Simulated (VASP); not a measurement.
Fe3Co2:

```
Fe Co
1.0
     2.49991    0.00000    0.00000
    -1.24996    2.16499    0.00000
     0.00000    0.00000   20.29303
Fe Co
6 4
Direct
  0.33333 0.66667 0.25000
  0.33333 0.66667 0.65000
  0.33333 0.66667 0.85000
  0.66667 0.33333 0.15000
  0.66667 0.33333 0.35000
  0.66667 0.33333 0.75000
  0.33333 0.66667 0.05000
  0.33333 0.66667 0.45000
  0.66667 0.33333 0.55000
  0.66667 0.33333 0.95000
```

* Program: VASP 6.6.1
* Task: relaxation of cell and atoms
* Functional: PBE
* Potentials or basis: VASP PAW PBE potentials, release 64 (Fe, Co)
* Cutoff: 600 eV
* k mesh: 6 × 6 × 1
* Occupations: gaussian, width 0.1 eV
* Spin: collinear spin, ferrimagnetic start
* Starting moments: [4.0, 4.0, -4.0, -4.0, 4.0, 4.0, -3.0, 3.0, 3.0, -3.0] μB

At the start: pressure 0.4 GPa; volume 10.98 Å³/atom.

Question: Where does the relaxation end?

Answer: Over 13 steps the energy falls by 15.5 meV/atom and the volume is 11.03 Å³/atom (+0.4 %); space group P6_3/mmc (No. 194, to 0.1 Å) before, P-3m1 (No. 164, to 0.1 Å); moment 5.33 μB per cell.

The path:
| step | energy change (eV) | largest force (eV/Å) | pressure (GPa) | volume (Å³) |
| --- | --- | --- | --- | --- |
| 1 | 0.0000 | 0.9296 | 0.40 | 109.83 |
| 2 | -0.1190 | 0.3016 | -0.12 | 110.25 |
| 3 | -0.1219 | 0.2901 | -0.17 | 110.31 |
| 4 | -0.1219 | 0.2884 | -0.17 | 110.32 |
| 5 | -0.1340 | 0.1757 | 0.15 | 110.16 |
| 6 | -0.1361 | 0.1550 | 0.34 | 110.07 |
| 7 | -0.1422 | 0.1099 | -0.21 | 110.44 |
| 8 | -0.1454 | 0.0932 | -1.11 | 111.07 |
| 9 | -0.1485 | 0.0771 | -0.78 | 110.83 |
| 10 | -0.1519 | 0.0980 | 0.09 | 110.25 |
| 11 | -0.1529 | 0.0844 | 0.05 | 110.25 |
| 12 | -0.1547 | 0.0446 | -0.03 | 110.27 |
| 13 | -0.1548 | 0.0340 | -0.02 | 110.27 |

Final structure:
```
Fe Co
1.0
     2.48013    0.00000    0.00000
    -1.24007    2.14786    0.00000
     0.00000    0.00000   20.70087
Fe Co
6 4
Direct
  0.33333 0.66667 0.24386
  0.33333 0.66667 0.65113
  0.33333 0.66667 0.85255
  0.66667 0.33333 0.14745
  0.66667 0.33333 0.34887
  0.66667 0.33333 0.75614
  0.33333 0.66667 0.04943
  0.33333 0.66667 0.45149
  0.66667 0.33333 0.54851
  0.66667 0.33333 0.95057
```

Caveat: the k points lie up to 0.49 Å⁻¹ apart in the final cell.
